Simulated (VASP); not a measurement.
## Pt: single point with PBE

Crystal: Pt.

```
CELL_PARAMETERS angstrom
0.00000 1.98578 1.98578
1.98578 0.00000 1.98578
1.98578 1.98578 0.00000
ATOMIC_POSITIONS crystal
Pt 0.00000 0.00000 0.00000
```

| Item | Value |
| --- | --- |
| Program | VASP 6.6.1 |
| Task | single point |
| Functional | PBE |
| Potentials or basis | VASP PAW PBE potentials, release 64 (Pt) |
| Cutoff | 520 eV |
| k mesh | 14 × 14 × 14 |
| Occupations | methfessel-paxton, width 0.03 eV |
| Spin | no spin polarisation |

* Pressure: -1.0 GPa
* Band gap on the k mesh: zero (band 5 reaches 11.01 eV, above the bottom of band 6 at 8.91 eV)

Levels at points of the mesh, in eV from the Fermi level:
| k point | band 2 | band 3 | band 4 | band 5 | band 6 | band 7 | band 8 | band 9 |
| --- | --- | --- | --- | --- | --- | --- | --- | --- |
| (0.00, 0.00, 0.00) | -3.53 | -3.53 | -3.53 | -1.51 | -1.51 | 14.77 | 19.52 | 19.52 |
| (0.50, 0.00, 0.00) | -3.59 | -3.59 | -0.29 | 0.06 | 0.06 | 5.59 | 14.33 | 18.75 |
| (0.50, 0.50, 0.00) | -6.20 | 0.03 | 0.48 | 0.48 | 1.89 | 8.51 | 11.31 | 11.31 |

It took 23 s on 1 thread of AMD EPYC 7R13, on a shared host, peak memory 0.15 GiB.

Caveat: spin-orbit coupling is left out, which moves the levels of the heavy elements.
